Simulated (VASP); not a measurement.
**GaP: single point with PBEsol**

Crystal: GaP.

```xyz
4
Lattice="1.9430 1.1218 6.4308 -1.9430 1.1218 6.4308 0.0000 -2.2436 6.4308" Properties=species:S:1:pos:R:3 pbc="T T T"
Ga    0.0000    0.0000    8.3994
Ga    0.0000    0.0000   10.8930
P     0.0000    0.0000    1.1072
P     0.0000    0.0000   18.1853
```

```
Program                : VASP 6.6.1
Task                   : single point
Functional             : PBEsol
Potentials or basis    : VASP PAW PBE potentials, release 64 (Ga_d, P)
Cutoff                 : 520 eV
k mesh                 : 6 × 6 × 6
Occupations            : gaussian, width 0.1 eV
Spin                   : no spin polarisation
Dipole correction      : no
Further INCAR settings : ALGO = Normal; EDIFF = 1e-07; NBANDS = 26
```

- Pressure: -2.8 GPa
- Largest force: 0.090 eV/Å
- Band gap on the k mesh: 0.74 eV, indirect (least direct gap 1.02 eV)

Forces in eV/Å, atoms in the order of the input:
```
Ga   0.000  0.000  0.041
Ga   0.000  0.000 -0.041
P    0.000  0.000  0.090
P    0.000  0.000 -0.090
```

Stress tensor (GPa, compression positive):
```
-2.93  0.00  0.00
 0.00 -2.93  0.00
 0.00  0.00 -2.67
```

Levels at points of the mesh, in eV from the valence-band top:
| k point | band 15 | band 16 | band 17 | band 18 | band 19 | band 20 | band 21 | band 22 |
| --- | --- | --- | --- | --- | --- | --- | --- | --- |
| (0.00, 0.00, 0.00) | -1.80 | -0.26 | 0.00 | 0.00 | 1.02 | 1.44 | 2.70 | 3.62 |
| (0.50, 0.00, 0.00) | -4.49 | -2.85 | -2.71 | -1.75 | 1.52 | 2.62 | 3.57 | 4.39 |
| (0.50, 0.50, 0.00) | -3.81 | -3.11 | -1.22 | -0.51 | 0.74 | 1.38 | 1.45 | 3.96 |
| (0.50, 0.50, 0.50) | -1.71 | -1.71 | -0.25 | -0.25 | 1.03 | 2.29 | 3.80 | 3.80 |

Run time: 3 min on 1 thread of Intel(R) Xeon(R) Platinum 8488C (Sapphire Rapids), with other jobs on the host, peak memory 0.41 GiB.

Caveat: the PAW data sets were made with another functional, which shifts forces and pressure a little. A k mesh can miss the band edges.
